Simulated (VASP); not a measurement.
# Ge (P-6m2) in VASP: further runs

The runs below take Ge through single point, with PBE.

All numbers are computed with VASP 6.6.1; they aren't measurements. Logs are shortened: lines on timing, memory, paths and dates and some standing lists are left out, and cuts for length are marked.

## (1) The cell of the first run

It takes space group P-6m2 (No. 187, hexagonal). The conventional cell has a = 3.959 Å, b = 3.959 Å, c = 18.784 Å, α = 90.00°, β = 90.00°, γ = 120.00°. Within 3.2 Å of Ge (site symmetry 3m) lie 4 Ge at 2.39 to 2.40 Å. Within 3.2 Å of Ge (site symmetry 3m) lie 4 Ge at 2.40 Å. Ge (site symmetry 3m) has 4 Ge at 2.39 to 2.40 Å within 3.2 Å. Ge (site symmetry 3m) has 4 Ge at 2.40 to 2.44 Å within 3.2 Å. Ge (site symmetry 3m) has 4 Ge at 2.40 to 2.44 Å within 3.2 Å. Within 3.2 Å of Ge (site symmetry 3m) lie 4 Ge at 2.40 to 2.41 Å.

The cell was built from a structure type or drawn by symmetry, and may not be a known phase.

## (2) Single point, PBE

The input, INCAR:

```
PREC = Accurate ; ENCUT = 520
EDIFF = 1E-7 ; ISMEAR = 0
SIGMA = 0.1 ; LREAL = F
LASPH = T ; NELM = 100
ALGO = Normal ; ISIF = 2
LWAVE = F ; LCHARG = T
GGA = PE ; LELF = T
LVHAR = T ; NBANDS = 96
```

The input, KPOINTS:

```
Automatic mesh
0
Gamma
  6 6 1
```

The input, POSCAR:

```
Ge
1.0
    3.9588144900      0.0000000000      0.0000000000
   -1.9794072500      3.4284339200      0.0000000000
    0.0000000000      0.0000000000     18.7835368000
Ge
12
Direct
    0.0000000000      0.0000000000      0.6018037600
    0.0000000000      0.0000000000      0.2706021100
    0.6666666700      0.3333333300      0.4360286100
    0.6666666700      0.3333333300      0.7676992500
    0.6666666700      0.3333333300      0.1023718800
    0.3333333300      0.6666666700      0.9359094000
    0.0000000000      0.0000000000      0.3981962400
    0.0000000000      0.0000000000      0.7293978900
    0.6666666700      0.3333333300      0.2323007500
    0.6666666700      0.3333333300      0.5639713900
    0.6666666700      0.3333333300      0.8976281200
    0.3333333300      0.6666666700      0.0640906000
```

Potentials or basis: VASP PAW PBE potentials, release 64 (Ge_d).

Launch:

```sh
cat potpaw_PBE.64/Ge_d/POTCAR > POTCAR
mpirun -np 1 vasp_std > vasp.out
```

OUTCAR:

```text
PREC = Accurate
   ENCUT = 520
   EDIFF = 1E-7
   ISMEAR = 0
   LREAL = F
   LASPH = T
   NELM = 100
   ISIF = 2
   GGA = PE

 ion  position               nearest neighbor table
   1  0.000  0.000  0.602-  10 2.39  10 2.39  10 2.39   8 2.40
   2  0.000  0.000  0.271-   9 2.40   9 2.40   9 2.40   7 2.40
   3  0.667  0.333  0.436-   7 2.39   7 2.39   7 2.39  10 2.40
   4  0.667  0.333  0.768-   8 2.40   8 2.40   8 2.40  11 2.44
   5  0.667  0.333  0.102-  12 2.40  12 2.40  12 2.40   9 2.44
   6  0.333  0.667  0.936-  11 2.40  11 2.40  11 2.40  12 2.41
   7  0.000  0.000  0.398-   3 2.39   3 2.39   3 2.39   2 2.40
   8  0.000  0.000  0.729-   4 2.40   4 2.40   4 2.40   1 2.40
   9  0.667  0.333  0.232-   2 2.40   2 2.40   2 2.40   5 2.44
  10  0.667  0.333  0.564-   1 2.39   1 2.39   1 2.39   3 2.40
  11  0.667  0.333  0.898-   6 2.40   6 2.40   6 2.40   4 2.44
  12  0.333  0.667  0.064-   5 2.40   5 2.40   5 2.40   6 2.41

  LATTYP: Found a hexagonal cell.
 ALAT       =     3.9588144900
 C/A-ratio  =     4.7447378116

  Lattice vectors:

 A1 = (   3.9588144900,   0.0000000000,   0.0000000000)
 A2 = (  -1.9794072500,   3.4284339200,   0.0000000000)
 A3 = (   0.0000000000,   0.0000000000,  18.7835368000)

Analysis of symmetry for initial positions (statically):
=====================================================================
 Subroutine PRICEL returns:
 Original cell was already a primitive cell.

 Routine SETGRP: Setting up the symmetry group for a
 hexagonal supercell.

 Subroutine GETGRP returns: Found 12 space group operations
 (whereof 12 operations were pure point group operations)
 out of a pool of 24 trial point group operations.

The static configuration has the point symmetry D_3h.

Analysis of symmetry for dynamics (positions and initial velocities):
=====================================================================
 Subroutine PRICEL returns:
 Original cell was already a primitive cell.

 Routine SETGRP: Setting up the symmetry group for a
 hexagonal supercell.

 Subroutine GETGRP returns: Found 12 space group operations
 (whereof 12 operations were pure point group operations)
 out of a pool of 24 trial point group operations.

The dynamic configuration has the point symmetry D_3h.

 Subroutine INISYM returns: Found 12 space group operations
 (whereof 12 operations are pure point group operations),
[... 107 lines left out ...]
   TEBEG  =    0.0;   TEEND  =   0.0 temperature during run
   PSTRESS=    0.0 pullay stress
   NELECT =     168.0000    total number of electrons
   NUPDOWN=      -1.0000    fix difference up-down
   EMIN   =  10.00;   EMAX   =-10.00  energy-range for DOS
   EFERMI =   0.00;   METHOD = LEGACY
   ISMEAR =     0;   SIGMA  =   0.10  broadening in eV -4-tet -1-fermi 0-gaus
   EFERMI_NEDOS =   21; number of points for ismear=-14 and -15
   IALGO  =     38    algorithm
   IMIX   =      4    mixing-type and parameters
     AMIX     =   0.40;   BMIX     =  1.00
     AMIX_MAG =   1.60;   BMIX_MAG =  1.00
  volume/ion in A,a.u.               =      21.25       143.37
  Fermi-wavevector in a.u.,A,eV,Ry     =   1.424618  2.692138 27.613528  2.029537
  Thomas-Fermi vector in A             =   2.545090
   LORBIT       =      0    0 simple, 1 ext, 2 COOP (PROOUT), +10 PAW based schemes
   GGA     = PE    functional components
   LHFCALC =     F    Hartree Fock is set to
   AEXX    =    0.0000 exact exchange contribution
   IVDW    =     0    specifies the selected vdW correction
   LEPSILON=     F    determine dielectric tensor
   LRPA    =     F    only Hartree local field effects (RPA)
 non-spin polarized calculation
 Gauss-broadening in eV      SIGMA  =   0.10
  energy-cutoff  :      520.00
  volume of cell :      254.94
 maximum number of plane-waves:      6939
 NGX is ok and might be reduce to    30
   NGX = 15   NGY = 15   NGZ = 69

 number of electron     168.0000089 magnetization

 Free energy of the ion-electron system (eV)
  ---------------------------------------------------
  ext. energy  EPLUGINS =         0.00000000
  ---------------------------------------------------
  free energy    TOTEN  =       -53.03711768 eV

  energy without entropy =      -53.03226855  energy(sigma->0) =      -53.03469311

 E-fermi :   5.6150     XC(G=0): -10.2262

 val. band max:        5.5978791314   @ k =   0.0000   0.0000   0.0000
 cond. band min:       5.7239981975   @ k =   0.0000   0.0000   0.0000
 fundamental gap:      0.1261190661
 Fermi energy:         5.6150187557

 k-point     1 :       0.0000    0.0000    0.0000
  band No.  band energies     occupation
      1     -19.3168      2.00000
      2     -19.3168      2.00000
      3     -19.3081      2.00000
      4     -19.3063      2.00000
      5     -19.3063      2.00000
      6     -19.2980      2.00000
[... 682 lines left out ...]
     95      10.9780      0.00000
     96      11.1060      0.00000

------------------------ aborting loop because EDIFF is reached ----------------------------------------

  FORCE on cell =-STRESS in cart. coord.  units (eV):
  Direction    XX          YY          ZZ          XY          YZ          ZX
  --------------------------------------------------------------------------------------
  -------------------------------------------------------------------------------------
  Total       13.1372360     13.1372360     17.0619432     -0.0000000     -0.0000000      0.0000000
  in kB       82.5612538     82.5612540    107.2261641     -0.0000001     -0.0000000      0.0000000
  external PRESSURE =      90.7828907 kB  Pullay stress =       0.0000000 kB

 VOLUME and BASIS-vectors are now :
 -----------------------------------------------------------------------------
  energy-cutoff  :      520.00
  volume of cell :      254.94
      direct lattice vectors                 reciprocal lattice vectors
     3.958814490  0.000000000  0.000000000     0.252600874  0.145839183  0.000000000
    -1.979407250  3.428433920  0.000000000     0.000000000  0.291678365  0.000000000
     0.000000000  0.000000000 18.783536800     0.000000000  0.000000000  0.053238110

 POSITION                                       TOTAL-FORCE (eV/Angst)
 -----------------------------------------------------------------------------------
      0.00000      0.00000     11.30400        -0.000000      0.000000      0.190878
      0.00000      0.00000      5.08286        -0.000000      0.000000      0.070142
      1.97941      1.14281      8.19016        -0.000000      0.000000      0.265079
      1.97941      1.14281     14.42011        -0.000000      0.000000      0.659467
      1.97941      1.14281      1.92291         0.000000     -0.000000      0.621850
     -0.00000      2.28562     17.57969         0.000000     -0.000000      0.095914
      0.00000      0.00000      7.47953        -0.000000      0.000000     -0.190878
      0.00000      0.00000     13.70067        -0.000000      0.000000     -0.070142
      1.97941      1.14281      4.36343        -0.000000      0.000000     -0.659467
      1.97941      1.14281     10.59338         0.000000      0.000000     -0.265079
      1.97941      1.14281     16.86063         0.000000     -0.000000     -0.621850
     -0.00000      2.28562      1.20385         0.000000     -0.000000     -0.095914
 -----------------------------------------------------------------------------------
    total drift:                               -0.000039      0.000023      0.000000

  FREE ENERGIE OF THE ION-ELECTRON SYSTEM (eV)
  ---------------------------------------------------
  free  energy   TOTEN  =       -53.0371176771 eV

  energy  without entropy=      -53.0322685463  energy(sigma->0) =      -53.03469311
```

stdout:

```text
POSCAR found type information on POSCAR Ge
 POSCAR found :  1 types and      12 ions
 scaLAPACK will be used
 LDA part: xc-table for (Slater+PW92), standard interpolation
 POSCAR, INCAR and KPOINTS ok, starting setup
 FFT: planning ... GRIDC
 FFT: planning ... GRID_SOFT
 FFT: planning ... GRID
 WAVECAR not read
 entering main loop
```

Run time: 2.1 min. Hardware: 1 thread of Intel Xeon 6975P-C (Granite Rapids), shared host; peak memory 0.39 GiB.

Results:

* Free energy: -53.0371 eV
* Pressure: 9.1 GPa
* Largest force: 0.659 eV/Å

Forces in eV/Å, atoms in the order of the input:
```
Ge   0.000  0.000  0.191
Ge   0.000  0.000  0.070
Ge   0.000  0.000  0.265
Ge   0.000  0.000  0.659
Ge   0.000  0.000  0.622
Ge   0.000  0.000  0.096
Ge   0.000  0.000 -0.191
Ge   0.000  0.000 -0.070
Ge   0.000  0.000 -0.659
Ge   0.000  0.000 -0.265
Ge   0.000  0.000 -0.622
Ge   0.000  0.000 -0.096
```

Caveat: the cell stands under pressure.

## (3) Single point, PBE

This run uses another cell than the first one, of 23.91 Å³/atom.

The input, INCAR:

```
  PREC = Accurate
  ENCUT = 520
  EDIFF = 1E-6
  ISMEAR = 0
  SIGMA = 0.1
  LREAL = False
  LASPH = True
  NELM = 80
  ALGO = Normal
  ISIF = 2
  LWAVE = False
  LCHARG = False
  GGA = PE
  NBANDS = 96
```

The input, KPOINTS:

```
regular mesh
0
Gamma
  6 6 1
```

The input, POSCAR:

```
Ge
1.0
    4.0736524611      0.0000000030      0.0000000000
   -2.0368262331      3.5278865160      0.0000000000
    0.0000000000      0.0000000000     19.9674053035
Ge
12
Direct
    0.0000000000      0.0000000000      0.6041832177
    0.0000000000      0.0000000000      0.2704935660
    0.6666666667      0.3333333333      0.4374081080
    0.6666666667      0.3333333333      0.7710376685
    0.6666666667      0.3333333333      0.1044579662
    0.3333333333      0.6666666667      0.9370925863
    0.0000000000      0.0000000000      0.3958167823
    0.0000000000      0.0000000000      0.7295064340
    0.6666666667      0.3333333333      0.2289623315
    0.6666666667      0.3333333333      0.5625918920
    0.6666666667      0.3333333333      0.8955420338
    0.3333333333      0.6666666667      0.0629074137
```

Potentials or basis: VASP PAW PBE potentials, release 64 (Ge_d).

Launch:

```sh
cat potpaw_PBE.64/Ge_d/POTCAR > POTCAR
mpirun -np 1 vasp_std > vasp.out
```

OUTCAR:

```text
PREC = Accurate
   ENCUT = 520
   EDIFF = 1E-6
   ISMEAR = 0
   LREAL = False
   LASPH = True
   NELM = 80
   ISIF = 2
   GGA = PE

 ion  position               nearest neighbor table
   1  0.000  0.000  0.604-  10 2.49  10 2.49  10 2.49   8 2.50
   2  0.000  0.000  0.270-   9 2.49   9 2.49   9 2.49   7 2.50
   3  0.667  0.333  0.437-   7 2.49   7 2.49   7 2.49  10 2.50
   4  0.667  0.333  0.771-  11 2.49   8 2.49   8 2.49   8 2.49
   5  0.667  0.333  0.104-   9 2.49  12 2.49  12 2.49  12 2.49
[... 903 lines left out ...]

 VOLUME and BASIS-vectors are now :
 -----------------------------------------------------------------------------
  energy-cutoff  :      520.00
  volume of cell :      286.96
      direct lattice vectors                 reciprocal lattice vectors
     4.073652461  0.000000003  0.000000000     0.245479949  0.141727915  0.000000000
    -2.036826233  3.527886516  0.000000000    -0.000000000  0.283455830  0.000000000
     0.000000000  0.000000000 19.967405304     0.000000000  0.000000000  0.050081620

 POSITION                                       TOTAL-FORCE (eV/Angst)
 -----------------------------------------------------------------------------------
      0.00000      0.00000     12.06397        -0.000000     -0.000000      0.002346
      0.00000      0.00000      5.40105        -0.000000      0.000000     -0.000270
      2.03683      1.17596      8.73390        -0.000000      0.000000      0.003304
      2.03683      1.17596     15.39562         0.000000     -0.000000     -0.000399
      2.03683      1.17596      2.08575         0.000000      0.000000      0.004263
     -0.00000      2.35192     18.71131         0.000000      0.000000      0.005874
      0.00000      0.00000      7.90343        -0.000000     -0.000000     -0.002346
      0.00000      0.00000     14.56635         0.000000     -0.000000      0.000270
      2.03683      1.17596      4.57178         0.000000     -0.000000      0.000399
      2.03683      1.17596     11.23350         0.000000     -0.000000     -0.003304
      2.03683      1.17596     17.88165         0.000000      0.000000     -0.004263
     -0.00000      2.35192      1.25610        -0.000000     -0.000000     -0.005874
 -----------------------------------------------------------------------------------
    total drift:                               -0.000000      0.000000      0.000000

  FREE ENERGIE OF THE ION-ELECTRON SYSTEM (eV)
  ---------------------------------------------------
  free  energy   TOTEN  =       -53.9774464151 eV

  energy  without entropy=      -53.9739090271  energy(sigma->0) =      -53.97567772
```

OSZICAR:

```text
N       E                     dE             d eps       ncg     rms          rms(c)
DAV:   1     0.245504625033E+04    0.24550E+04   -0.74866E+04  1600   0.481E+03
DAV:   2     0.478787079364E+03   -0.19763E+04   -0.19255E+04  1344   0.129E+03
DAV:   3     0.740685840136E+01   -0.47138E+03   -0.45765E+03  1384   0.303E+02
DAV:   4    -0.515076837068E+02   -0.58915E+02   -0.57299E+02  1528   0.108E+02
DAV:   5    -0.543432468688E+02   -0.28356E+01   -0.27999E+01  1528   0.262E+01    0.751E+00
DAV:   6    -0.541174864392E+02    0.22576E+00   -0.83821E-01  1560   0.443E+00    0.427E+00
DAV:   7    -0.539617111122E+02    0.15578E+00   -0.26921E-01  1512   0.571E+00    0.494E-01
DAV:   8    -0.539710036065E+02   -0.92925E-02   -0.45278E-02  1696   0.495E+00    0.221E-01
DAV:   9    -0.539753135656E+02   -0.43100E-02   -0.17567E-02  1776   0.165E+00    0.137E-01
DAV:  10    -0.539771568664E+02   -0.18433E-02   -0.68428E-03  1464   0.136E+00    0.416E-02
DAV:  11    -0.539773248525E+02   -0.16799E-03   -0.13178E-03  1552   0.827E-01    0.174E-02
DAV:  12    -0.539774200115E+02   -0.95159E-04   -0.65374E-04  1632   0.230E-01    0.104E-02
DAV:  13    -0.539774446628E+02   -0.24651E-04   -0.22130E-04  1536   0.196E-01    0.774E-03
DAV:  14    -0.539774456581E+02   -0.99529E-06   -0.12744E-05  1432   0.114E-01    0.293E-03
DAV:  15    -0.539774464151E+02   -0.75703E-06   -0.59325E-06  1488   0.560E-02
   1 F= -.53977446E+02 E0= -.53975678E+02  d E =-.353739E-02
```

stdout:

```text
POSCAR found type information on POSCAR Ge
 POSCAR found :  1 types and      12 ions
 scaLAPACK will be used
 LDA part: xc-table for (Slater+PW92), standard interpolation
 POSCAR, INCAR and KPOINTS ok, starting setup
 FFT: planning ... GRIDC
 FFT: planning ... GRID_SOFT
 FFT: planning ... GRID
 WAVECAR not read
 entering main loop
```

Wall time 2.3 min (1 thread of Intel Xeon 6975P-C (Granite Rapids), shared host); peak memory 0.42 GiB.

Results:

```yaml
Free_energy: -53.9774 eV
Pressure: 0.0 GPa
Largest_force: 0.006 eV/Å
Band_gap_on_the_k_mesh: 0.12 eV
```

Forces in eV/Å, atoms in the order of the input:
```
Ge   0.000  0.000  0.002
Ge   0.000  0.000  0.000
Ge   0.000  0.000  0.003
Ge   0.000  0.000  0.000
Ge   0.000  0.000  0.004
Ge   0.000  0.000  0.006
Ge   0.000  0.000 -0.002
Ge   0.000  0.000  0.000
Ge   0.000  0.000  0.000
Ge   0.000  0.000 -0.003
Ge   0.000  0.000 -0.004
Ge   0.000  0.000 -0.006
```

Caveat: an odd mesh through Γ misses points on the zone boundary, where band edges can lie.
